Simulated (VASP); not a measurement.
A run of VASP 6.6.1:

INCAR

```
PREC = Accurate
ENCUT = 520
EDIFF = 1E-6
ISMEAR = -1
SIGMA = 0.08
LREAL = False
LASPH = True
NELM = 150
ALGO = Normal
ISIF = 2
LWAVE = False
LCHARG = False
ISPIN = 2
MAGMOM = 2 2
LORBIT = 11
LMAXMIX = 4
GGA = PE
NBANDS = 20
```

File KPOINTS:

```
Automatic mesh
0
Gamma
  15 15 8
```

The input POSCAR:

```
Co
1.0
    2.4873648738      0.0000000000      0.0000000000
   -1.2436824369      2.1541211692      0.0000000000
    0.0000000000      0.0000000000      4.0632895034
Co
2
Direct
    0.6666666667      0.3333333333      0.2598610000
    0.3333333333      0.6666666667      0.7401390000
```

Potentials or basis: VASP PAW PBE potentials, release 64 (Co).

Command:

```sh
$ cat potpaw_PBE.64/Co/POTCAR > POTCAR
$ mpirun -np 1 vasp_std > vasp.out
```

Hardware: 1 thread of Intel(R) Xeon(R) Platinum 8375C CPU @ 2.90GHz (Ice Lake), with other jobs on the host.

Question: How long does it take, and how much memory?

Answer: It took 2.2 min on 1 thread of Intel(R) Xeon(R) Platinum 8375C CPU @ 2.90GHz (Ice Lake), with other jobs on the host, peak memory 0.22 GiB. Counts: scf iterations 12, k points 192.
